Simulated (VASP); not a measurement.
# LiCl (P6_3/mmc) in VASP: notebook, part 2 of 2

VASP 6.6.1.

## Step 3: Single point, r2SCAN (uniaxial z strain -2.1%)

The input, POSCAR:

```
LiCl
1.0
    4.1618736060      0.0000000000      0.0000000000
   -2.0809368030      3.6042882701      0.0000000000
    0.0000000000      0.0000000000      5.1210925909
Li Cl
2 2
Direct
    0.3333333333      0.6666666667      0.2500000000
    0.6666666667      0.3333333333      0.7500000000
    0.6666666667      0.3333333333      0.2500000000
    0.3333333333      0.6666666667      0.7500000000
```

The input, INCAR.step1:

```
SYSTEM = LiCl
  ALGO = Normal
  EDIFF = 1E-4
  ENCUT = 520
  GGA = PE
  ISMEAR = 0
  LASPH = .True.
  LCHARG = .False.
  LREAL = .False.
  LWAVE = .True.
  NBANDS = 18
  NELM = 80
  PREC = Accurate
  SIGMA = 0.01
```

The input, INCAR.step2:

```
SYSTEM = LiCl
  ALGO = Normal
  EDIFF = 1E-6
  ENCUT = 520
  ISIF = 2
  ISMEAR = 0
  ISTART = 1
  LASPH = .True.
  LCHARG = .False.
  LMIXTAU = .True.
  LREAL = .False.
  LWAVE = .False.
  METAGGA = R2SCAN
  NBANDS = 18
  NELM = 80
  PREC = Accurate
  SIGMA = 0.01
```

The input, KPOINTS:

```
k-points
0
Gamma
  12 12 6
  0 0 0
```

Potentials or basis: VASP PAW PBE potentials, release 64 (Li_sv, Cl).

Launch:

```sh
$ cat potpaw_PBE.64/Li_sv/POTCAR potpaw_PBE.64/Cl/POTCAR > POTCAR
$ cp INCAR.step1 INCAR
$ mpirun -np 1 vasp_std > vasp.out
$ cp INCAR.step2 INCAR
$ mpirun -np 1 vasp_std > vasp.out
```

OUTCAR:

```text
SYSTEM = LiCl
   EDIFF = 1E-6
   ENCUT = 520
   ISIF = 2
   ISMEAR = 0
   ISTART = 1
   LASPH = .True.
   LREAL = .False.
   METAGGA = R2SCAN
   NELM = 80
   PREC = Accurate

 ion  position               nearest neighbor table
   1  0.333  0.667  0.250-   3 2.40   3 2.40   3 2.40   4 2.56   4 2.56
   2  0.667  0.333  0.750-   4 2.40   4 2.40   4 2.40   3 2.56   3 2.56
   3  0.667  0.333  0.250-   1 2.40   1 2.40   1 2.40   2 2.56   2 2.56
   4  0.333  0.667  0.750-   2 2.40   2 2.40   2 2.40   1 2.56   1 2.56

  LATTYP: Found a hexagonal cell.
 ALAT       =     4.1618736060
 C/A-ratio  =     1.2304776828

  Lattice vectors:

 A1 = (   4.1618736060,   0.0000000000,   0.0000000000)
 A2 = (  -2.0809368030,   3.6042882701,   0.0000000000)
 A3 = (   0.0000000000,   0.0000000000,   5.1210925909)

Analysis of symmetry for initial positions (statically):
=====================================================================
 Subroutine PRICEL returns:
 Original cell was already a primitive cell.

 Routine SETGRP: Setting up the symmetry group for a
 hexagonal supercell.

 Subroutine GETGRP returns: Found 24 space group operations
 (whereof 12 operations were pure point group operations)
 out of a pool of 24 trial point group operations.

The static configuration has the point symmetry D_3d.
 The point group associated with its full space group is D_6h.

Analysis of symmetry for dynamics (positions and initial velocities):
=====================================================================
 Subroutine PRICEL returns:
 Original cell was already a primitive cell.

 Routine SETGRP: Setting up the symmetry group for a
 hexagonal supercell.

 Subroutine GETGRP returns: Found 24 space group operations
 (whereof 12 operations were pure point group operations)
 out of a pool of 24 trial point group operations.

The dynamic configuration has the point symmetry D_3d.
 The point group associated with its full space group is D_6h.

 Subroutine INISYM returns: Found 24 space group operations
 (whereof 12 operations are pure point group operations),
 and found     1 'primitive' translations

----------------------------------------------------------------------------------------

                                     Primitive cell

  volume of cell :      76.8194

  direct lattice vectors                    reciprocal lattice vectors
     4.161873606  0.000000000  0.000000000     0.240276398  0.138723643  0.000000000
    -2.080936803  3.604288270  0.000000000     0.000000000  0.277447286  0.000000000
     0.000000000  0.000000000  5.121092591     0.000000000  0.000000000  0.195270830

  length of vectors
     4.161873606  4.161873606  5.121092591     0.277447286  0.277447286  0.195270830

  position of ions in fractional coordinates (direct lattice)
     0.333333333  0.666666667  0.250000000
     0.666666667  0.333333333  0.750000000
     0.666666667  0.333333333  0.250000000
     0.333333333  0.666666667  0.750000000

  ion indices of the primitive-cell ions
   primitive index   ion index
                 1           1
                 2           2
                 3           3
                 4           4

----------------------------------------------------------------------------------------

 KPOINTS: k-points

Automatic generation of k-mesh.
 Grid dimensions read from file:
 generate k-points for:   12   12    6

 Generating k-lattice:

  Cartesian coordinates                     Fractional coordinates (reciprocal lattice)
     0.020023033  0.011560304  0.000000000     0.083333333  0.000000000  0.000000000
     0.000000000  0.023120607  0.000000000     0.000000000  0.083333333  0.000000000
     0.000000000  0.000000000  0.032545138     0.000000000  0.000000000  0.166666667

  Length of vectors
     0.023120607  0.023120607  0.032545138

  Shift w.r.t. Gamma in fractional coordinates (k-lattice)
     0.000000000  0.000000000  0.000000000

 Subroutine IBZKPT returns following result:
 ===========================================

 Found     76 irreducible k-points:

 Following reciprocal coordinates:
            Coordinates               Weight
  0.000000  0.000000  0.000000      1.000000
  0.083333  0.000000  0.000000      6.000000
  0.166667  0.000000  0.000000      6.000000
  0.250000  0.000000  0.000000      6.000000
  0.333333  0.000000  0.000000      6.000000
  0.416667  0.000000  0.000000      6.000000
[... 16 lines left out ...]
  0.250000  0.000000  0.166667     12.000000
  0.333333  0.000000  0.166667     12.000000
 [... further k-points ...]
   k-points           NKPTS =     76   k-points in BZ     NKDIM =     76   number of bands    NBANDS=     18
   number of dos      NEDOS =    301   number of ions     NIONS =      4
   total plane-waves  NPLWV =  40960
   dimension x,y,z NGX =    32 NGY =   32 NGZ =   40
   dimension x,y,z NGXF=    64 NGYF=   64 NGZF=   80
   ions per type =               2   2
   NGX,Y,Z   is equivalent  to a cutoff of  12.78, 12.78, 12.99 a.u.
   NGXF,Y,Z  is equivalent  to a cutoff of  25.56, 25.56, 25.97 a.u.
 SYSTEM =  LiCl
   PREC   = accura    normal or accurate (medium, high low for compatibility)
   ISTART =      1    job   : 0-new  1-cont  2-samecut
   ICHARG =      0    charge: 1-file 2-atom 10-const
   ISPIN  =      1    spin polarized calculation?
   LNONCOLLINEAR =      F non collinear calculations
   LSORBIT =      F    spin-orbit coupling
   LASPH  =      T    aspherical Exc in radial PAW
   ENCUT  =  520.0 eV  38.22 Ry    6.18 a.u.   7.74  7.74  9.52*2*pi/ulx,y,z
   NELM   =     80;   NELMIN=  2; NELMDL=  0     # of ELM steps
   EDIFF  = 0.1E-05   stopping-criterion for ELM
   LREAL  =      F    real-space projection
[... 7 lines left out ...]
   TEBEG  =    0.0;   TEEND  =   0.0 temperature during run
   PSTRESS=    0.0 pullay stress
   NELECT =      20.0000    total number of electrons
   NUPDOWN=      -1.0000    fix difference up-down
   EMIN   =  10.00;   EMAX   =-10.00  energy-range for DOS
   EFERMI =   0.00;   METHOD = LEGACY
   ISMEAR =     0;   SIGMA  =   0.01  broadening in eV -4-tet -1-fermi 0-gaus
   EFERMI_NEDOS =   21; number of points for ismear=-14 and -15
   IALGO  =     38    algorithm
   IMIX   =      4    mixing-type and parameters
     AMIX     =   0.40;   BMIX     =  1.00
     AMIX_MAG =   1.60;   BMIX_MAG =  1.00
  volume/ion in A,a.u.               =      19.20       129.60
  Fermi-wavevector in a.u.,A,eV,Ry     =   1.045349  1.975422 14.867817  1.092754
  Thomas-Fermi vector in A             =   2.180140
   LORBIT       =      0    0 simple, 1 ext, 2 COOP (PROOUT), +10 PAW based schemes
   METAGGA = R2SCAN    functional components
   LHFCALC =     F    Hartree Fock is set to
   AEXX    =    0.0000 exact exchange contribution
   IVDW    =     0    specifies the selected vdW correction
   LEPSILON=     F    determine dielectric tensor
   LRPA    =     F    only Hartree local field effects (RPA)
 non-spin polarized calculation
 Gauss-broadening in eV      SIGMA  =   0.01
  energy-cutoff  :      520.00
  volume of cell :       76.82
 maximum number of plane-waves:      2100
 NGX is ok and might be reduce to    32
   NGX = 15   NGY = 15   NGZ = 19

 number of electron      20.0000011 magnetization

 Free energy of the ion-electron system (eV)
  ---------------------------------------------------
  ext. energy  EPLUGINS =         0.00000000
  ---------------------------------------------------
  free energy    TOTEN  =       -25.09918537 eV

  energy without entropy =      -25.09918537  energy(sigma->0) =      -25.09918537

 E-fermi :  -0.4183     XC(G=0):  -8.4246

 val. band max:       -0.6187711467   @ k =   0.0000   0.0000   0.0000
 cond. band min:       5.8324086401   @ k =   0.0000   0.0000   0.0000
 fundamental gap:      6.4511797868
 Fermi energy:        -0.4183466285

 k-point     1 :       0.0000    0.0000    0.0000
  band No.  band energies     occupation
      1     -45.4110      2.00000
      2     -45.4066      2.00000
      3     -14.6062      2.00000
      4     -13.7849      2.00000
      5      -3.5326      2.00000
      6      -2.0795      2.00000
[... 10 lines left out ...]
     17      11.9726      0.00000
     18      11.9727      0.00000
[... 466 lines left out ...]
      2     -45.4074      2.00000
      3     -14.3599      2.00000
      4     -13.9503      2.00000
      5      -3.1238      2.00000
      6      -2.4292      2.00000
[... 10 lines left out ...]
     17      11.7229      0.00000
     18      12.3612      0.00000

 [... further k-points ...]

------------------------ aborting loop because EDIFF is reached ----------------------------------------

  FORCE on cell =-STRESS in cart. coord.  units (eV):
  Direction    XX          YY          ZZ          XY          YZ          ZX
  --------------------------------------------------------------------------------------
  -------------------------------------------------------------------------------------
  Total       -0.0454645     -0.0454645      0.2309987     -0.0000000      0.0000000      0.0000000
  in kB       -0.9482253     -0.9482253      4.8178045     -0.0000000      0.0000000      0.0000000
  external PRESSURE =       0.9737846 kB  Pullay stress =       0.0000000 kB

 VOLUME and BASIS-vectors are now :
 -----------------------------------------------------------------------------
  energy-cutoff  :      520.00
  volume of cell :       76.82
      direct lattice vectors                 reciprocal lattice vectors
     4.161873606  0.000000000  0.000000000     0.240276398  0.138723643  0.000000000
    -2.080936803  3.604288270  0.000000000     0.000000000  0.277447286  0.000000000
     0.000000000  0.000000000  5.121092591     0.000000000  0.000000000  0.195270830

 POSITION                                       TOTAL-FORCE (eV/Angst)
 -----------------------------------------------------------------------------------
     -0.00000      2.40286      1.28027         0.000000     -0.000000      0.000000
      2.08094      1.20143      3.84082        -0.000000      0.000000      0.000000
      2.08094      1.20143      1.28027         0.000000     -0.000000      0.000000
     -0.00000      2.40286      3.84082        -0.000000     -0.000000      0.000000
 -----------------------------------------------------------------------------------
    total drift:                               -0.000000      0.000000     -0.000000

  FREE ENERGIE OF THE ION-ELECTRON SYSTEM (eV)
  ---------------------------------------------------
  free  energy   TOTEN  =       -25.0991853748 eV

  energy  without entropy=      -25.0991853748  energy(sigma->0) =      -25.09918537
```

Wall time 6.3 min (1 thread of Intel Xeon 8259CL, shared host); peak memory 0.25 GiB.

What came out:

```
Free energy            : -25.0992 eV
Band gap on the k mesh : 6.45 eV
```

Levels at points of the mesh, in eV from the valence-band top:
| k point | band 6 | band 7 | band 8 | band 9 | band 10 | band 11 | band 12 | band 13 | band 14 | band 15 |
| --- | --- | --- | --- | --- | --- | --- | --- | --- | --- | --- |
| (0.00, 0.00, 0.00) | -1.46 | -1.46 | -0.59 | -0.59 | 0.00 | 6.45 | 8.93 | 9.53 | 9.53 | 11.10 |
| (0.50, 0.00, 0.00) | -1.99 | -1.96 | -1.37 | -1.05 | -0.61 | 7.88 | 9.55 | 9.64 | 11.09 | 11.40 |
| (0.00, 0.00, 0.50) | -1.49 | -1.03 | -1.03 | -1.03 | -1.03 | 8.42 | 8.42 | 9.52 | 9.52 | 9.52 |
| (0.50, 0.00, 0.50) | -2.59 | -1.36 | -1.36 | -0.47 | -0.47 | 7.94 | 7.94 | 10.19 | 10.19 | 12.28 |

Caveat: the cell differs from its parent crystal (uniaxial z strain -2.1%); the cutoff is under 1.25 times the usual one of these potentials, so pressure, stress and relaxed cells hold a basis-set (Pulay) error; the PAW data sets were made with another functional, which shifts forces and pressure a little.
